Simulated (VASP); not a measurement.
A run of VASP 6.6.1:

The input INCAR:

```
PREC = Accurate
ENCUT = 520
EDIFF = 1E-6
ISMEAR = -1
SIGMA = 0.15
LREAL = F
LASPH = T
NELM = 150
ALGO = Normal
ISIF = 2
LWAVE = F
LCHARG = F
ISPIN = 2
MAGMOM = 2.8 0
LORBIT = 11
LMAXMIX = 4
GGA = CA
NBANDS = 24
```

The input KPOINTS:

```
Automatic mesh
0
Gamma
  9 9 9
```

File POSCAR:

```
MnZn
1.0
    3.1497756938      0.0000000000      0.0000000000
    0.0000000000      3.1497756938      0.0000000000
    0.0000000000      0.0000000000      3.1497756938
Mn Zn
1 1
Direct
    0.0000000000      0.0000000000      0.0000000000
    0.5000000000      0.5000000000      0.5000000000
```

Potentials or basis: VASP PAW LDA potentials, release 64 (Mn_pv, Zn).

Launch:

```console
$ cat potpaw_LDA.64/Mn_pv/POTCAR potpaw_LDA.64/Zn/POTCAR > POTCAR
$ mpirun -np 1 vasp_std > vasp.out
```

Hardware: 1 thread of Intel(R) Xeon(R) Platinum 8375C CPU @ 2.90GHz (Ice Lake) (shared host).

Task: How long does it take, and how much memory?

Result: It took 20 s on 1 thread of Intel(R) Xeon(R) Platinum 8375C CPU @ 2.90GHz (Ice Lake) (shared host), peak memory 0.16 GiB. Counts: scf iterations 13, k points 35.
